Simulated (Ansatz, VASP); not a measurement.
Y: VASP beside Ansatz

Contents of INCAR:

```
SYSTEM = Y
PREC = Accurate ; ENCUT = 520
EDIFF = 1E-6 ; ISMEAR = -1
SIGMA = 0.08 ; LREAL = .False.
LASPH = .True. ; NELM = 60
ALGO = Normal ; ISIF = 2
LWAVE = .False. ; LCHARG = .False.
GGA = PS ; NBANDS = 18
```

Contents of KPOINTS:

```
Automatic mesh
0
Gamma
  10 10 10
  0 0 0
```

The input POSCAR:

```
Y
1.0
    0.0000000000      2.5760011923      2.5760011923
    2.5760011923      0.0000000000      2.5760011923
    2.5760011923      2.5760011923      0.0000000000
Y
2
Direct
   -0.1250000000     -0.1250000000     -0.1250000000
    0.1250000000      0.1250000000      0.1250000000
```

Input for Ansatz:

```yaml
crystal:
  lattice:
    - [0.0, 2.5760011923, 2.5760011923]
    - [2.5760011923, 0.0, 2.5760011923]
    - [2.5760011923, 2.5760011923, 0.0]
  atoms:
    - { symbol: "Y", position: [-0.125, -0.125, -0.125] }
    - { symbol: "Y", position: [0.125, 0.125, 0.125] }
kpoints:
  mp_grid: { grid: [10, 10, 10] }
  band_path:
    path:
      - [0.0, 0.0, 0.0]
      - [0.5, 0.0, 0.5]
      - [0.625, 0.25, 0.625]
      - [0.375, 0.375, 0.75]
      - [0.0, 0.0, 0.0]
      - [0.5, 0.5, 0.5]
      - [0.5, 0.25, 0.75]
      - [0.5, 0.0, 0.5]
    npoints: 8
scf:
  occupations: { method: fermi_dirac, width: 0.08 }
hamiltonian:
  xc: pbesol
  pseudopotentials: { kind: all_electron, lapw: { basis_error: 0.001 } }
output:
  forces: true
  stress: true
  eigenvalues: true
  populations: true
  dos: { projected: true, de: 0.2, e_range: [-14, 8] }
```

Change from the starting cell: volume scaled by 0.43, LAPW.

Alike in both runs: task single point; functional PBEsol; k mesh 10 × 10 × 10; occupations fermi-dirac, width 0.08 eV; no spin polarisation.

|  | VASP | Ansatz |
| --- | --- | --- |
| version | VASP 6.6.1 | Ansatz 0.2.0 |
| potentials or method | VASP PAW PBE potentials, release 64 (Y_sv), cutoff 520 eV | all-electron LAPW, scalar-relativistic |

|  | VASP | Ansatz | Ansatz less VASP |
| --- | --- | --- | --- |
| pressure (GPa) | 80.5 | 80.5 | -0.02 |

VASP's potentials were made for PBE, not for PBEsol. Both programs put the cell under a high pressure, so it lies far from rest at this level. Ansatz ran all-electron here, and VASP with PAW potentials.

Noted on VASP's run: the cell as given lies far from equilibrium.
